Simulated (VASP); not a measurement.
The system is VW.

```
V W
1.0
     1.54505   -2.21942    0.00000
     1.54505    2.21942    0.00000
     0.00000    0.00000    4.27140
V W
1 1
Direct
  0.00000 0.00000 0.00000
  0.50000 0.50000 0.50000
```

* Program: VASP 6.6.1
* Task: relaxation of cell and atoms
* Functional: PBEsol
* Potentials or basis: VASP PAW PBE potentials, release 64 (V_sv, W_sv)
* Cutoff: 600 eV
* k mesh: 16 × 16 × 10
* Occupations: gaussian, width 0.1 eV
* Spin: no spin polarisation

At the start: pressure -4.9 GPa; volume 14.65 Å³/atom.

Question: Where does the relaxation end?

Answer: Over 11 steps the energy falls by 4.5 meV/atom and the volume is 14.36 Å³/atom (-1.9 %); space group Cmmm (No. 65, to 0.1 Å) before and after.

Step by step:
```
step  energy change (eV)  largest force (eV/Å)  pressure (GPa)  volume (Å³)
   1              0.0000                0.0000           -4.92        29.29
   2              0.0433                0.0000           13.33        27.43
   3             -0.0089                0.0000           -0.08        28.74
   4             -0.0089                0.0000           -0.02        28.73
   5             -0.0089                0.0000            0.08        28.71
   6             -0.0090                0.0000            0.12        28.72
   7             -0.0090                0.0000            0.12        28.72
   8             -0.0089                0.0000           -0.27        28.76
   9             -0.0090                0.0000           -0.10        28.73
  10             -0.0090                0.0000            0.02        28.72
  11             -0.0090                0.0000            0.01        28.73
```

Final structure:
```cif
data_structure
_symmetry_space_group_name_H-M 'P 1'
_symmetry_Int_Tables_number 1
_cell_length_a 2.6837
_cell_length_b 2.6837
_cell_length_c 4.2529
_cell_angle_alpha 90.000
_cell_angle_beta 90.000
_cell_angle_gamma 110.313
_cell_volume 28.73
loop_
_atom_site_label
_atom_site_type_symbol
_atom_site_fract_x
_atom_site_fract_y
_atom_site_fract_z
_atom_site_occupancy
V1 V 0.00000 0.00000 0.00000 1
W1 W 0.50000 0.50000 0.50000 1
```

Caveat: the PAW data sets were made with another functional, which shifts forces and pressure a little.
